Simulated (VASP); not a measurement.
The system is TiO2.

```xyz
6
Lattice="4.5940 0.0000 0.0000 0.0000 4.5940 0.0000 0.0000 0.0000 2.9590" Properties=species:S:1:pos:R:3 pbc="T T T"
Ti    0.0000    0.0000    0.0000
Ti    2.2970    2.2970    1.4795
O     1.4058    1.4058    0.0000
O     0.8912    3.7028    1.4795
O     3.1882    3.1882    0.0000
O     3.7028    0.8912    1.4795
```

| Item | Value |
| --- | --- |
| Program | VASP 6.6.1 |
| Task | relaxation of cell and atoms |
| Functional | r2SCAN |
| Potentials or basis | VASP PAW PBE potentials, release 64 (Ti_sv, O) |
| Cutoff | 600 eV |
| k mesh | 6 × 6 × 8 |
| Occupations | gaussian, width 0.02 eV |
| Spin | no spin polarisation |
| Hubbard terms | Ti d U = 4.0 eV |

At the start: pressure 8.9 GPa; volume 10.41 Å³/atom.

Q: Where does the relaxation end?

A: Over 10 steps the energy falls by 11.0 meV/atom and the volume is 10.73 Å³/atom (+3.1 %); space group P4_2/mnm (No. 136, to 0.1 Å) before and after.

The path:
```
step  energy change (eV)  largest force (eV/Å)  pressure (GPa)  volume (Å³)
   1              0.0000                0.3783            8.94        62.45
   2              0.0817                0.3946          -11.91        67.84
   3             -0.0653                0.0124           -0.29        64.53
   4             -0.0653                0.0187           -0.12        64.48
   5             -0.0658                0.0028            0.04        64.41
   6             -0.0658                0.0008            0.07        64.39
   7             -0.0658                0.0018            0.05        64.38
   8             -0.0658                0.0019            0.10        64.38
   9             -0.0658                0.0057           -0.12        64.43
  10             -0.0658                0.0039            0.01        64.40
```

Final structure:
```
Ti O
1.0
     4.62543    0.00000    0.00000
     0.00000    4.62543    0.00000
     0.00000    0.00000    3.01014
Ti O
2 4
Cartesian
  0.0000 0.0000 0.0000
  2.3127 2.3127 1.5051
  1.4095 1.4095 0.0000
  0.9032 3.7222 1.5051
  3.2159 3.2159 0.0000
  3.7222 0.9032 1.5051
```

Caveat: the PAW data sets were made with another functional, which shifts forces and pressure a little.
